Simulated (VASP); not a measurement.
## H6C2SO: single point with LDA

The system is H6C2SO.

```
H C S O
1.0
     5.05123    0.00000    0.00666
     0.00000    6.59188    0.00000
    -0.89685    0.00000   10.47100
H C S O
24 8 4 4
Direct
  0.24112 0.91318 0.02651
  0.75888 0.41318 0.47349
  0.75888 0.08682 0.97349
  0.24112 0.58682 0.52651
  0.26191 0.79410 0.18526
  0.73809 0.29410 0.31474
  0.73809 0.20590 0.81474
  0.26191 0.70590 0.68526
  0.53729 0.94503 0.13749
  0.46271 0.44503 0.36251
  0.46271 0.05497 0.86251
  0.53729 0.55497 0.63749
  0.21789 0.29426 0.99440
  0.78211 0.79426 0.50560
  0.78211 0.70574 0.00560
  0.21789 0.20574 0.49440
  0.22981 0.47531 0.12655
  0.77019 0.97531 0.37345
  0.77019 0.52469 0.87345
  0.22981 0.02469 0.62655
  0.51654 0.31912 0.10220
  0.48346 0.81912 0.39780
  0.48346 0.68088 0.89780
  0.51654 0.18088 0.60220
  0.31912 0.92522 0.12794
  0.68088 0.42522 0.37206
  0.68088 0.07478 0.87206
  0.31912 0.57478 0.62794
  0.29719 0.32700 0.09330
  0.70281 0.82700 0.40670
  0.70281 0.67300 0.90670
  0.29719 0.17300 0.59330
  0.18152 0.14057 0.19766
  0.81848 0.64057 0.30234
  0.81848 0.85943 0.80234
  0.18152 0.35943 0.69766
  0.88314 0.12604 0.16814
  0.11686 0.62604 0.33186
  0.11686 0.87396 0.83186
  0.88314 0.37396 0.66814
```

```json
{
  "Program": "VASP 6.6.1",
  "Task": "single point",
  "Functional": "LDA",
  "Potentials or basis": "VASP PAW LDA potentials, release 64 (H, C, S, O)",
  "Cutoff": "520 eV",
  "k mesh": "4 × 4 × 2",
  "Occupations": "gaussian, width 0.02 eV",
  "Spin": "no spin polarisation"
}
```

```
Pressure               : -0.3 GPa
Largest force          : 0.129 eV/Å
Band gap on the k mesh : 3.85 eV
```

Forces in eV/Å, atoms in the order of the input:
```
H   -0.016  0.001 -0.047
H    0.016  0.001  0.047
H    0.016 -0.001  0.047
H   -0.016 -0.001 -0.047
H   -0.016 -0.036  0.030
H    0.016 -0.036 -0.030
H    0.016  0.036 -0.030
H   -0.016  0.036  0.030
H    0.050  0.010  0.004
H   -0.050  0.010 -0.004
H   -0.050 -0.010 -0.004
H    0.050 -0.010  0.004
H   -0.015 -0.013 -0.038
H    0.015 -0.013  0.038
H    0.015  0.013  0.038
H   -0.015  0.013 -0.038
H   -0.017  0.040  0.018
H    0.017  0.040 -0.018
H    0.017 -0.040 -0.018
H   -0.017 -0.040  0.018
H    0.051 -0.006  0.006
H   -0.051 -0.006 -0.006
H   -0.051  0.006 -0.006
H    0.051  0.006  0.006
C   -0.031  0.071  0.039
C    0.031  0.071 -0.039
C    0.031 -0.071 -0.039
C   -0.031 -0.071  0.039
C   -0.033 -0.052  0.053
C    0.033 -0.052 -0.053
C    0.033  0.052 -0.053
C   -0.033  0.052  0.053
S   -0.093 -0.013 -0.089
S    0.093 -0.013  0.089
S    0.093  0.013  0.089
S   -0.093  0.013 -0.089
O    0.126  0.010  0.029
O   -0.126  0.010 -0.029
O   -0.126 -0.010 -0.029
O    0.126 -0.010  0.029
```

Stress tensor (GPa, compression positive):
```
-0.48  0.00  0.02
 0.00 -0.35  0.00
 0.02  0.00 -0.18
```

Levels at points of the mesh, in eV from the valence-band top:
```
           k point  band 50  band 51  band 52  band 53  band 54  band 55
(0.00, 0.00, 0.00)    -0.47    -0.05     0.00     3.85     4.57     4.70
(0.50, 0.00, 0.00)    -0.50    -0.19    -0.11     4.48     4.64     4.89
(0.00, 0.50, 0.00)    -0.62    -0.04    -0.04     4.43     4.43     4.60
(0.50, 0.50, 0.00)    -0.52    -0.06    -0.06     4.80     4.80     5.03
(0.00, 0.00, 0.50)    -0.73     0.00     0.00     4.14     4.14     5.06
(0.50, 0.00, 0.50)    -0.59    -0.14    -0.14     4.62     4.62     5.06
(0.00, 0.50, 0.50)    -0.62    -0.05    -0.05     4.46     4.46     4.66
(0.50, 0.50, 0.50)    -0.56    -0.06    -0.06     4.89     4.89     5.01
```

Wall time 14 min on 1 thread of Intel(R) Xeon(R) Platinum 8259CL CPU @ 2.50GHz (Skylake/Cascade Lake), with other jobs on the host, peak memory 0.51 GiB.

A k mesh can miss the band edges.
